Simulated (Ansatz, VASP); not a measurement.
**One calculation of Sr2AlBO6, two programs**

```
Sr Al B O
1.0
     0.00000    3.70548    3.70548
     3.70548    0.00000    3.70548
     3.70548    3.70548    0.00000
Sr Al B O
2 1 1 6
Direct
  0.25000 0.25000 0.25000
  0.75000 0.75000 0.75000
  0.00000 0.00000 0.00000
  0.50000 0.50000 0.50000
  0.73702 0.26298 0.26298
  0.26298 0.73702 0.26298
  0.26298 0.26298 0.73702
  0.26298 0.73702 0.73702
  0.73702 0.26298 0.73702
  0.73702 0.73702 0.26298
```

Alike in both runs: functional PBE; k mesh 10 × 10 × 10; occupations gaussian, width 0.1 eV; collinear spin.

Ansatz relaxed the structure, and its values are those at the end. VASP's run is a single point on that final structure, the one shown.

|  | VASP | Ansatz |
| --- | --- | --- |
| version | VASP 6.6.1 | Ansatz 0.2.0 |
| potentials or method | VASP PAW PBE potentials, release 64 (Sr_sv, Al, B, O), cutoff 520 eV | scalar-relativistic, plane waves, PAW |
| valence electrons in the cell | 62 | 62 |

|  | VASP | Ansatz | Ansatz less VASP |
| --- | --- | --- | --- |
| gap on the k mesh at the Fermi level (eV) | none | none | - |
| pressure (GPa) | 0.5 | 0.0 | -0.52 |
| rms of the force components (eV/Å) | 0.002 | 0.004 | +0.0021 |
| net moment per atom (μB) | 0.15 | 0.15 | +0.002 |

A gap of «none» marks a metal or a gap that the smearing closes.
